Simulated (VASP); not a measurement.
# Si8NO14 (a cell with a defect) in VASP: further runs, part 2 of 2

VASP 6.6.1. Earlier steps stand in the parts before.

## Step 3: Single point, LDA, collinear spin, zero start

File INCAR:

```
PREC = Accurate
ENCUT = 520
EDIFF = 1E-6
ISMEAR = 0
SIGMA = 0.05
LREAL = Auto
LASPH = True
NELM = 150
ALGO = Normal
ISIF = 2
LWAVE = False
LCHARG = True
ISPIN = 2
MAGMOM = 0 0 0 0 0 0 0 0 0 0 0 0 0 0 0 0 0 0 0 0 0 0 0
LORBIT = 11
LELF = True
LVHAR = True
NBANDS = 82
```

File KPOINTS:

```
regular mesh
0
Gamma
  2 2 2
```

File POSCAR:

```
Si8NO14
1.0
   -4.1693000000     -4.1693000000      0.0000000000
    4.1693000000     -4.1693000000      0.0000000000
    0.0000000000      0.0000000000      5.3304000000
Si O N
8 14 1
Direct
    0.5003252345      0.4966584319      0.0023619241
    0.0000011992      0.4946137241      0.2507672970
    0.5003295517      0.4967666035      0.4991525964
    0.0008617754      0.5581097546      0.7507631697
   -0.0066685055     -0.0004770585      0.0321368002
    0.4997513971     -0.0023566306      0.2507485367
   -0.0066326482     -0.0011396397      0.4694092376
    0.4946178015     -0.0010378241      0.7507806168
    0.1929645264      0.4950490490      0.0018068062
   -0.0009314513      0.1983638740      0.2510693381
    0.8078410045      0.4939921570      0.0005907624
   -0.0019583623      0.7964715900      0.2505190980
    0.1930078191      0.4952333725      0.4997169068
    0.8077920754      0.4941861943      0.5009314498
    0.6909956108     -0.0013321181      0.0115676122
    0.5019987768      0.6885320078      0.2506684301
    0.3102403281     -0.0018660207      0.0146127870
    0.5012589643      0.3062981796      0.2508035044
    0.6910181565     -0.0015714868      0.4899684827
    0.4999251673      0.6916827765      0.7508147606
    0.3101082916     -0.0021057492      0.4870028516
    0.4993706378      0.3033137457      0.7506988219
    0.0083612357      0.9913216847      0.7507834309
```

Potentials or basis: VASP PAW LDA potentials, release 64 (Si, O, N).

The run is started by

```console
$ cat potpaw_LDA.64/Si/POTCAR potpaw_LDA.64/O/POTCAR potpaw_LDA.64/N/POTCAR > POTCAR
$ mpirun -np 1 vasp_std > vasp.out
```

OUTCAR:

```text
PREC = Accurate
   ENCUT = 520
   EDIFF = 1E-6
   ISMEAR = 0
   LREAL = Auto
   LASPH = True
   NELM = 150
   ISIF = 2
   ISPIN = 2
   LORBIT = 11

 ion  position               nearest neighbor table
   1  0.500  0.497  0.002-  18 1.74  16 1.74  22 1.76  20 1.77   9 1.81  11 1.81   3 2.65   3 2.68

   2  0.000  0.495  0.251-  10 1.75   9 1.75  13 1.75  11 1.75  14 1.75  12 1.78   4 2.69   4 2.69
                             5 3.14   7 3.15
   3  0.500  0.497  0.499-  18 1.74  16 1.74  22 1.76  20 1.77  13 1.81  14 1.81   1 2.65   1 2.68
[... 11 lines left out ...]
   9  0.193  0.495  0.002-   2 1.75   4 1.79   1 1.81
  10  0.999  0.198  0.251-   5 1.65   7 1.66   2 1.75
  11  0.808  0.494  0.001-   2 1.75   4 1.79   1 1.81
  12  0.998  0.796  0.251-   7 1.67   5 1.67   2 1.78
  13  0.193  0.495  0.500-   2 1.75   4 1.79   3 1.81
  14  0.808  0.494  0.501-   2 1.75   4 1.79   3 1.81
  15  0.691  0.999  0.012-   6 1.70   5 1.79   8 1.81
  16  0.502  0.689  0.251-   1 1.74   3 1.74   6 1.82
  17  0.310  0.998  0.015-   6 1.68   8 1.78   5 1.87
  18  0.501  0.306  0.251-   1 1.74   3 1.74   6 1.82
[... 1454 lines left out ...]

 VOLUME and BASIS-vectors are now :
 -----------------------------------------------------------------------------
  energy-cutoff  :      520.00
  volume of cell :      185.32
      direct lattice vectors                 reciprocal lattice vectors
    -4.169300000 -4.169300000  0.000000000    -0.119924208 -0.119924208  0.000000000
     4.169300000 -4.169300000  0.000000000     0.119924208 -0.119924208  0.000000000
     0.000000000  0.000000000  5.330400000     0.000000000  0.000000000  0.187603182

 POSITION                                       TOTAL-FORCE (eV/Angst)
 -----------------------------------------------------------------------------------
     -0.01529     -4.15672      0.01259         0.007644     -0.002822     -0.031255
      2.06219     -2.06220      1.33669        -0.012329      0.002095      0.000542
     -0.01485     -4.15719      2.66068         0.004806     -0.001153      0.029606
      2.32333     -2.33052      4.00187         0.019359     -0.025271      0.000953
      0.02581     -8.30881      0.17130        -0.033342     -0.032609     -0.134625
      2.07586     -6.24309      1.33659        -0.006801     -0.004587      0.014752
[... 15 lines left out ...]
     -0.81742     -3.34663      4.00153        -0.019051      0.019969      0.003376
      4.09826     -4.16798      4.00198         0.022720      0.018043      0.012212
 -----------------------------------------------------------------------------------
    total drift:                               -0.002993     -0.008999      0.008387

  FREE ENERGIE OF THE ION-ELECTRON SYSTEM (eV)
  ---------------------------------------------------
  free  energy   TOTEN  =      -190.8929808082 eV

  energy  without entropy=     -190.8899644111  energy(sigma->0) =     -190.89147261

 total charge

# of ion       s       p       d       tot
------------------------------------------
    1        0.597   0.901   0.000   1.498
    2        0.598   0.918   0.000   1.516
    3        0.597   0.901   0.000   1.498
    4        0.751   0.765   0.000   1.516
    5        0.681   1.075   0.000   1.756
    6        0.626   0.991   0.000   1.617
[... 15 lines left out ...]
   22        1.538   3.673   0.000   5.211
   23        1.286   2.844   0.000   4.129
--------------------------------------------------
tot         28.045  61.808   0.000  89.853

 magnetization (x)

# of ion       s       p       d       tot
------------------------------------------
    1        0.000  -0.000   0.000  -0.000
    2        0.000  -0.001   0.000  -0.001
    3        0.000  -0.000   0.000  -0.000
    4       -0.052  -0.031   0.000  -0.083
    5       -0.000  -0.001   0.000  -0.001
    6        0.000   0.000   0.000   0.000
[... 15 lines left out ...]
   22        0.000   0.000   0.000   0.000
   23       -0.007  -0.021   0.000  -0.028
--------------------------------------------------
tot         -0.064  -0.110   0.000  -0.174
```

OSZICAR:

```text
N       E                     dE             d eps       ncg     rms          rms(c)
DAV:   1     0.606054635563E+03    0.60605E+03   -0.66654E+04  2624   0.143E+03
[... 33 lines left out ...]
DAV:  35    -0.190893224126E+03    0.90838E-05   -0.77264E-07  1846   0.210E-03    0.367E-02
DAV:  36    -0.190893190145E+03    0.33981E-04   -0.12260E-05  2936   0.816E-03    0.351E-02
DAV:  37    -0.190893104093E+03    0.86051E-04   -0.88970E-05  3038   0.218E-02    0.327E-02
DAV:  38    -0.190892997363E+03    0.10673E-03   -0.14456E-04  3048   0.279E-02    0.364E-02
DAV:  39    -0.190892995096E+03    0.22673E-05   -0.63931E-06  3038   0.752E-03    0.359E-02
DAV:  40    -0.190892981511E+03    0.13584E-04   -0.20696E-06  2360   0.336E-03    0.375E-02
DAV:  41    -0.190892980808E+03    0.70279E-06   -0.14544E-07  1630   0.116E-03
   1 F= -.19089298E+03 E0= -.19089147E+03  d E =-.301640E-02  mag=    -0.2824
```

Run time: 5.5 min. Hardware: 1 thread of Intel Xeon 6975P-C (Granite Rapids), shared host; peak memory 0.35 GiB.

Results:

* Free energy: -190.8930 eV
* Pressure: 16.2 GPa
* Largest force: 0.143 eV/Å
* Net moment: -0.28 μB per cell
* Site moments: Si -0.00, -0.08, +0.00 (each value once); O -0.01, -0.00, +0.00 (each value once); N -0.03 μB
* Valence electrons inside the program's atomic spheres: Si 1.50, 1.52, 1.76, 1.62, 1.43 (each value once); O 5.19, 5.31, 5.29, 5.23, 5.20, 5.21 (each value once); N 4.13

Forces in eV/Å, atoms in the order of the input:
```
Si   0.008 -0.003 -0.031
Si  -0.012  0.002  0.001
Si   0.005 -0.001  0.030
Si   0.019 -0.025  0.001
Si  -0.033 -0.033 -0.135
Si  -0.007 -0.005  0.015
Si  -0.019 -0.048  0.133
Si  -0.011 -0.002 -0.004
O   -0.035 -0.025 -0.016
O    0.043 -0.028 -0.006
O    0.023  0.034 -0.021
O   -0.047  0.042  0.003
O   -0.030 -0.020  0.017
O    0.018  0.029  0.016
O   -0.021 -0.018 -0.004
O    0.042 -0.037  0.005
O    0.056  0.053 -0.020
O   -0.043  0.043  0.004
O   -0.010 -0.009 -0.001
O    0.019 -0.017  0.002
O    0.033  0.031 -0.003
O   -0.019  0.020  0.003
N    0.023  0.018  0.012
```

Caveat: the k points lie up to 0.59 Å⁻¹ apart.

## Step 4: Single point, LDA, collinear spin, zero start

File INCAR:

```
SYSTEM = Si8NO14
ALGO = Normal ; EDIFF = 1E-6
ENCUT = 520 ; GGA = CA
ISIF = 2 ; ISMEAR = 0
ISPIN = 2 ; LASPH = .True.
LCHARG = .False. ; LORBIT = 11
LREAL = Auto ; LWAVE = .False.
MAGMOM = 0 0 0 0 0 0 0 0 0 0 0 0 0 0 0 0 0 0 0 0 0 0 0 ; NBANDS = 82
NELM = 150 ; PREC = Accurate
SIGMA = 0.05
```

File KPOINTS:

```
k-points
0
Gamma
  2 2 2
  0 0 0
```

File POSCAR:

```
Si8NO14
1.0
   -4.1693000000     -4.1693000000      0.0000000000
    4.1693000000     -4.1693000000      0.0000000000
    0.0000000000      0.0000000000      5.3304000000
Si O N
8 14 1
Direct
    0.5004190152      0.4993922241      0.0012023488
    0.0001027750      0.4948942268      0.2503858997
    0.5004263306      0.4995005157      0.4995435615
    0.0008726885      0.5429785576      0.7502902221
   -0.0043858681     -0.0006617418      0.0227521387
    0.4998710815     -0.0033009138      0.2503688279
   -0.0043284244     -0.0015126040      0.4782464731
    0.4957912599      0.0016687454      0.7504206063
    0.1927703691      0.4999900463     -0.0003012907
   -0.0007292591      0.1980523109      0.2507230227
    0.8082178063      0.4987013408     -0.0014908825
   -0.0019323388      0.7985732617      0.2501037446
    0.1927363107      0.5001826446      0.5009717845
    0.8082523445      0.4989011345      0.5021613763
    0.6908484638     -0.0039360324      0.0092516509
    0.5020786463      0.6890990094      0.2502648957
    0.3094672967     -0.0052243782      0.0117587798
    0.5009255750      0.3072690859      0.2503881510
    0.6908985921     -0.0041766004      0.4915623593
    0.5001156069      0.6933873792      0.7504810146
    0.3094283213     -0.0054653059      0.4890293411
    0.4993380184      0.3056517881      0.7503652634
    0.0061047418      1.0866384045      0.7503588849
```

The run is started by

```console
$ cat potpaw_LDA.64/Si/POTCAR potpaw_LDA.64/O/POTCAR potpaw_LDA.64/N/POTCAR > POTCAR
$ mpirun -np 1 vasp_std > vasp.out
```

Wall time 2.4 min (1 thread of Intel Xeon 6975P-C (Granite Rapids), shared host); peak memory 0.33 GiB.

The run converged. Its results:

```yaml
Free_energy: -192.4110 eV
Pressure: 10.2 GPa
Largest_force: 4.084 eV/Å
Net_moment: 0.00 μB per cell
Valence_electrons_inside_the_program's_atomic_spheres: Si 1.50, 1.69, 1.59, 1.44 (each value once); O 5.19, 5.28, 5.26, 5.22, 5.24, 5.21 (each value once); N 4.06
```

Forces in eV/Å, atoms in the order of the input:
```
Si  -0.076  0.072 -0.051
Si  -0.130  0.139 -0.014
Si  -0.078  0.074  0.049
Si  -0.597  0.608  0.013
Si  -0.244  0.077 -0.429
Si  -0.170  0.147  0.007
Si  -0.218  0.053  0.436
Si  -0.093 -0.010 -0.004
O    0.002 -0.020 -0.074
O   -0.113  0.131 -0.010
O    0.029 -0.003 -0.070
O   -0.106  0.100  0.004
O   -0.011 -0.028  0.076
O    0.040  0.012  0.072
O   -0.252  0.204 -0.086
O   -0.083  0.104  0.011
O   -0.170  0.312 -0.106
O   -0.132  0.154  0.010
O   -0.240  0.215  0.082
O   -0.061  0.065 -0.009
O   -0.179  0.302  0.106
O   -0.091  0.093 -0.008
N    2.973 -2.800 -0.003
```

Stress tensor (GPa, compression positive):
```
 6.33  0.79  0.04
 0.79  6.17 -0.04
 0.04 -0.04 17.97
```

Levels at points of the mesh, in eV from the Fermi level:
Spin up:
```csv
k point,band 58,band 59,band 60,band 61,band 62,band 63
"(0.00, 0.00, 0.00)",-3.44,-2.88,-0.68,-0.52,3.32,3.91
"(0.50, 0.00, 0.00)",-3.57,-2.59,-1.29,-0.21,3.63,4.22
"(0.00, 0.50, 0.00)",-3.51,-3.22,-0.70,-0.17,2.77,4.14
"(0.50, 0.50, 0.00)",-3.74,-3.29,-1.12,-0.05,3.07,4.64
"(0.00, 0.00, 0.50)",-3.20,-3.19,-0.50,0.15,2.56,4.36
"(0.50, 0.00, 0.50)",-3.35,-2.97,-1.04,0.05,2.95,4.33
"(0.00, 0.50, 0.50)",-3.45,-3.28,-0.48,0.25,2.44,3.77
"(0.50, 0.50, 0.50)",-3.60,-3.03,-1.04,0.20,2.76,3.67
```
Spin down:
```tsv
k point	band 56	band 57	band 58	band 59	band 60	band 61	band 62	band 63	band 64	band 65
(0.00, 0.00, 0.00)	-3.86	-3.70	-3.44	-2.88	-0.68	-0.52	3.32	3.91	4.12	4.41
(0.50, 0.00, 0.00)	-4.13	-3.75	-3.57	-2.59	-1.29	-0.21	3.63	4.22	4.65	4.66
(0.00, 0.50, 0.00)	-4.26	-3.63	-3.51	-3.22	-0.70	-0.17	2.77	4.14	4.30	4.90
(0.50, 0.50, 0.00)	-3.93	-3.90	-3.74	-3.29	-1.12	-0.05	3.07	4.64	4.95	5.18
(0.00, 0.00, 0.50)	-3.74	-3.62	-3.20	-3.19	-0.50	0.15	2.56	4.36	5.01	5.18
(0.50, 0.00, 0.50)	-3.78	-3.55	-3.35	-2.97	-1.04	0.05	2.95	4.33	5.08	5.26
(0.00, 0.50, 0.50)	-3.64	-3.53	-3.45	-3.28	-0.48	0.25	2.44	3.77	5.44	5.81
(0.50, 0.50, 0.50)	-4.00	-3.95	-3.60	-3.03	-1.04	0.20	2.76	3.67	5.89	6.40
```

Caveat: the k points lie up to 0.59 Å⁻¹ apart; no moment was typed at the start, so none could form.

## Step 5: Summary

| cell | gap on the mesh (eV) | pressure (GPa) | moment (μB) | largest force (eV/Å) |
| --- | --- | --- | --- | --- |
| as given, atomic positions A | none | 9.9 | 0.00 | 7.17 |
| as given, atomic positions B | none | 16.2 | 0.28 | 0.14 |
| as given, atomic positions C | none | 10.2 | 0.00 | 4.08 |

Alike in all rows: task single point; level LDA; potentials or basis VASP PAW LDA potentials, release 64 (Si, O, N); spin collinear, zero start; k mesh 2 × 2 × 2; cutoff (eV) 520; smearing gaussian 0.05 eV.

Caveats: all runs use coarse meshes; no moment was typed at the start, so none could form (at least some runs).

Total energies depend on the potentials used, so only differences within one code and one set of settings carry meaning.
